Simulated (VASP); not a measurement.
A run of VASP 6.6.1 is set up as follows.

INCAR

```
PREC = Accurate
ENCUT = 520
EDIFF = 1E-6
ISMEAR = 0
SIGMA = 0.05
LREAL = F
LASPH = T
NELM = 60
ALGO = Normal
ISIF = 2
LWAVE = F
LCHARG = T
GGA = PE
IVDW = 12
LELF = T
LVHAR = T
NBANDS = 16
```

KPOINTS

```
Automatic mesh
0
Gamma
  9 9 8
```

Contents of POSCAR:

```
Se
1.0
    4.2135749463      0.0000000000      0.0000000000
   -2.1067874732      3.6490629443      0.0000000000
    0.0000000000      0.0000000000      4.7798794191
Se
3
Direct
    0.3087981154      0.0000000000      0.3333333333
    0.0000000000      0.3087981154      0.6666666667
    0.6912018846      0.6912018846      0.0000000000
```

Potentials or basis: VASP PAW PBE potentials, release 64 (Se).

The run is started by

```bash
$ cat potpaw_PBE.64/Se/POTCAR > POTCAR
$ mpirun -np 1 vasp_std > vasp.out
```

(1) What does it give for the band gap on the k mesh?

(2) What does it give for the largest force?

(3) What does it give for the dispersion energy per atom?

(4) Predict the pressure.

## Answers

(1) zero (band 9 reaches 4.39 eV, above the bottom of band 10 at 3.06 eV).

(2) 0.410 eV/Å.

(3) -0.357 eV.

(4) -6.5 GPa.

Caveat: pairwise dispersion overbinds metals, which lowers pressure and volume.
